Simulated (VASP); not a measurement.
# TiC (Immm) in VASP: further runs, part 2 of 2

VASP 6.6.1.

## Step 3: Single point, PBE (strain +0.1125 x Voigt [0, 0, 0, 0, 0, 1])

File INCAR:

```
SYSTEM = TiC
PREC     = Accurate       ! precision mode
ENCUT    = 520            ! plane-wave cutoff, eV
EDIFF    = 1E-7           ! SCF threshold, eV
ISMEAR   = 0              ! smearing method
SIGMA    = 0.15           ! smearing width, eV
LREAL    = .FALSE.        ! projectors in reciprocal space
LASPH    = .TRUE.         ! aspherical terms in the spheres
NELM     = 100            ! most SCF steps
ALGO     = Normal         ! electronic algorithm
ISIF     = 2              ! what is computed and relaxed
LWAVE    = .FALSE.        ! write WAVECAR
LCHARG   = .TRUE.         ! write CHGCAR
GGA      = PE             ! functional
LELF     = .TRUE.         ! ELF
LVHAR    = .TRUE.       
NBANDS   = 15             ! bands
```

File KPOINTS:

```
Automatic mesh
0
G
  18 18 18
  0 0 0
```

File POSCAR:

```
TiC
1.0
    0.1217250000      2.1640000000      2.1640000000
    2.1640000000      0.1217250000      2.1640000000
    2.2857250000      2.2857250000      0.0000000000
Ti C
1 1
Direct
    0.0000000000      0.0000000000      0.0000000000
    0.5000000000      0.5000000000      0.5000000000
```

Potentials or basis: VASP PAW PBE potentials, release 64 (Ti_sv, C).

On the command line:

```bash
$ cat potpaw_PBE.64/Ti_sv/POTCAR potpaw_PBE.64/C/POTCAR > POTCAR
$ mpirun -np 1 vasp_std > vasp.out
```

OUTCAR:

```text
SYSTEM = TiC
   PREC = Accurate
   ENCUT = 520
   EDIFF = 1E-7
   ISMEAR = 0
   LREAL = .FALSE.
   LASPH = .TRUE.
   NELM = 100
   ISIF = 2
   GGA = PE

 ion  position               nearest neighbor table
   1  0.000  0.000  0.000-   2 2.16   2 2.16   2 2.17   2 2.17   2 2.17   2 2.17
   2  0.500  0.500  0.500-   1 2.16   1 2.16   1 2.17   1 2.17   1 2.17   1 2.17

  LATTYP: Found a body centered orthorhombic cell.
 ALAT       =     2.8882130031
 B/A-ratio  =     1.1192052980
 C/A-ratio  =     1.4985044370

  Lattice vectors:

[... 620 lines left out ...]

  FORCE on cell =-STRESS in cart. coord.  units (eV):
  Direction    XX          YY          ZZ          XY          YZ          ZX
  --------------------------------------------------------------------------------------
  -------------------------------------------------------------------------------------
  Total        0.3096991      0.3096991      0.1507377     -2.3841287      0.0000000      0.0000000
  in kB       24.5598173     24.5598173     11.9538267   -189.0666072      0.0000000      0.0000000
  external PRESSURE =      20.3578205 kB  Pullay stress =       0.0000000 kB

 VOLUME and BASIS-vectors are now :
 -----------------------------------------------------------------------------
  energy-cutoff  :      520.00
  volume of cell :       20.20
      direct lattice vectors                 reciprocal lattice vectors
     0.121725000  2.164000000  2.164000000    -0.244825011  0.244825011  0.231053604
     2.164000000  0.121725000  2.164000000     0.244825011 -0.244825011  0.231053604
     2.285725000  2.285725000  0.000000000     0.218748975  0.218748975 -0.231053604

 POSITION                                       TOTAL-FORCE (eV/Angst)
 -----------------------------------------------------------------------------------
      0.00000      0.00000      0.00000        -0.000000      0.000000      0.000000
      2.28573      2.28573      2.16400         0.000000     -0.000000      0.000000
 -----------------------------------------------------------------------------------
    total drift:                                0.000000     -0.000000     -0.000000

  FREE ENERGIE OF THE ION-ELECTRON SYSTEM (eV)
  ---------------------------------------------------
  free  energy   TOTEN  =       -18.5749063062 eV

  energy  without entropy=      -18.5715578626  energy(sigma->0) =      -18.57323208
```

Wall time 3.5 min (1 thread of Intel Xeon Platinum 8488C (Sapphire Rapids), shared host); peak memory 0.36 GiB.

Results:

| Quantity | Value |
| --- | --- |
| Free energy | -18.5749 eV |
| Pressure | 2.0 GPa |
| Band gap on the k mesh | zero (bands 8 and 9 overlap by 1.53 eV) |

Levels at points of the mesh, in eV from the Fermi level:
| k point | band 6 | band 7 | band 8 | band 9 | band 10 | band 11 |
| --- | --- | --- | --- | --- | --- | --- |
| (0.00, 0.00, 0.00) | 0.12 | 0.44 | 1.19 | 1.19 | 1.54 | 1.75 |
| (0.50, 0.00, 0.00) | -5.91 | -3.60 | -2.90 | 2.76 | 3.01 | 4.50 |
| (0.50, 0.50, 0.00) | -3.52 | -1.71 | -0.82 | 0.72 | 2.74 | 3.49 |
| (0.00, 0.00, 0.50) | -5.96 | -3.02 | -2.15 | 2.22 | 3.04 | 3.96 |
| (0.50, 0.00, 0.50) | -3.52 | -1.69 | -0.11 | -0.07 | 2.55 | 3.43 |

Caveat: the cell differs from its parent crystal (strain +0.1125 x Voigt [0, 0, 0, 0, 0, 1]).

## Step 4: Single point, PBE (strain +0.1312 x Voigt [0, 0, 0, 0, 0, 1])

File INCAR:

```
  ALGO = Normal
  EDIFF = 1E-7
  ENCUT = 520
  GGA = PE
  ISIF = 2
  ISMEAR = 0
  LASPH = True
  LCHARG = False
  LREAL = False
  LWAVE = False
  NBANDS = 15
  NELM = 80
  PREC = Accurate
  SIGMA = 0.15
```

File KPOINTS:

```
k-points
0
Gamma
  18 18 18
```

File POSCAR:

```
TiC
1.0
    0.1419584000      2.1640000000      2.1640000000
    2.1640000000      0.1419584000      2.1640000000
    2.3059584000      2.3059584000      0.0000000000
Ti C
1 1
Direct
    0.0000000000      0.0000000000      0.0000000000
    0.5000000000      0.5000000000      0.5000000000
```

On the command line:

```bash
$ cat potpaw_PBE.64/Ti_sv/POTCAR potpaw_PBE.64/C/POTCAR > POTCAR
$ mpirun -np 1 vasp_std > vasp.out
```

It took 3.4 min on 1 thread of Intel Xeon Platinum 8488C (Sapphire Rapids), shared host; peak memory 0.36 GiB.

It converged, with:

```
Free energy            : -18.5262 eV
Pressure               : 2.4 GPa
Band gap on the k mesh : zero (bands 8 and 9 overlap by 1.46 eV)
```

Stress tensor (GPa, compression positive):
```
  3.02 -21.93   0.00
-21.93   3.02   0.00
  0.00   0.00   1.12
```

Levels at points of the mesh, in eV from the Fermi level:
```tsv
k point	band 4	band 5	band 6	band 7	band 8	band 9	band 10	band 11	band 12	band 13
(0.00, 0.00, 0.00)	-32.59	-12.54	0.03	0.37	1.12	1.28	1.49	1.76	1.79	2.25
(0.50, 0.00, 0.00)	-32.73	-8.65	-5.93	-3.70	-2.89	2.74	2.98	4.60	7.67	8.04
(0.50, 0.50, 0.00)	-32.72	-10.28	-3.54	-1.73	-0.94	0.86	2.76	3.49	3.50	5.74
(0.00, 0.00, 0.50)	-32.64	-9.35	-5.98	-3.04	-2.01	2.08	3.07	3.95	7.70	8.07
(0.50, 0.00, 0.50)	-32.82	-10.14	-3.54	-1.71	-0.12	-0.07	2.50	3.41	3.53	5.67
```

Caveat: the cell differs from its parent crystal (strain +0.1312 x Voigt [0, 0, 0, 0, 0, 1]).

## Step 5: Single point, PBE (strain +0.0937 x Voigt [0, 0, 0, 0, 0, 1])

File INCAR:

```
PREC = Accurate ; ENCUT = 520
EDIFF = 1E-6 ; ISMEAR = 0
SIGMA = 0.15 ; LREAL = F
LASPH = T ; NELM = 80
ALGO = Normal ; ISIF = 2
LWAVE = F ; LCHARG = F
GGA = PE ; NBANDS = 15
```

File KPOINTS:

```
Automatic mesh
0
Gamma
  18 18 18
```

File POSCAR:

```
TiC
1.0
    0.1013834000      2.1640000000      2.1640000000
    2.1640000000      0.1013834000      2.1640000000
    2.2653834000      2.2653834000      0.0000000000
Ti C
1 1
Direct
    0.0000000000      0.0000000000      0.0000000000
    0.5000000000      0.5000000000      0.5000000000
```

On the command line:

```bash
$ cat potpaw_PBE.64/Ti_sv/POTCAR potpaw_PBE.64/C/POTCAR > POTCAR
$ mpirun -np 1 vasp_std > vasp.out
```

It took 2.4 min on 1 thread of Intel Xeon Platinum 8488C (Sapphire Rapids), shared host; peak memory 0.36 GiB.

The run converged. Its results:

```yaml
Free_energy: -18.6165 eV
Pressure: 1.7 GPa
Band_gap_on_the_k_mesh: zero (bands 8 and 9 overlap by 1.45 eV)
```

Stress tensor (GPa, compression positive):
```
  1.93 -15.82   0.00
-15.82   1.93   0.00
  0.00   0.00   1.14
```

Levels at points of the mesh, in eV from the Fermi level:
| k point | band 4 | band 5 | band 6 | band 7 | band 8 | band 9 | band 10 | band 11 | band 12 | band 13 |
| --- | --- | --- | --- | --- | --- | --- | --- | --- | --- | --- |
| (0.00, 0.00, 0.00) | -32.60 | -12.48 | 0.22 | 0.51 | 1.11 | 1.27 | 1.57 | 1.74 | 1.75 | 2.07 |
| (0.50, 0.00, 0.00) | -32.71 | -8.73 | -5.89 | -3.49 | -2.90 | 2.78 | 3.03 | 4.41 | 7.81 | 8.09 |
| (0.50, 0.50, 0.00) | -32.74 | -10.22 | -3.50 | -1.69 | -0.69 | 0.59 | 2.73 | 3.49 | 3.51 | 5.76 |
| (0.00, 0.00, 0.50) | -32.65 | -9.22 | -5.93 | -3.00 | -2.29 | 2.37 | 3.02 | 3.98 | 7.84 | 8.11 |
| (0.50, 0.00, 0.50) | -32.81 | -10.14 | -3.50 | -1.68 | -0.09 | -0.07 | 2.59 | 3.46 | 3.52 | 5.73 |

Caveat: the cell differs from its parent crystal (strain +0.0937 x Voigt [0, 0, 0, 0, 0, 1]).

## Step 6: Summary

```tsv
cell	gap on the mesh (eV)	pressure (GPa)
a = 3.065, b = 3.065, c = 2.831 Å, angles 62.5, 62.5, 64.9°, 2 atoms	none	2.7
a = 3.063, b = 3.063, c = 3.233 Å, angles 58.1, 58.1, 56.3°, 2 atoms	none	2.0
a = 3.064, b = 3.064, c = 3.261 Å, angles 57.8, 57.8, 55.6°, 2 atoms	none	2.4
a = 3.062, b = 3.062, c = 3.204 Å, angles 58.5, 58.5, 56.9°, 2 atoms	none	1.7
```

Alike in all rows: task single point; level PBE; potentials or basis VASP PAW PBE potentials, release 64 (Ti_sv, C); no spin polarisation; k mesh 18 × 18 × 18; cutoff (eV) 520; smearing gaussian 0.15 eV.

Absolute energies hang on the potentials; compare differences alone.
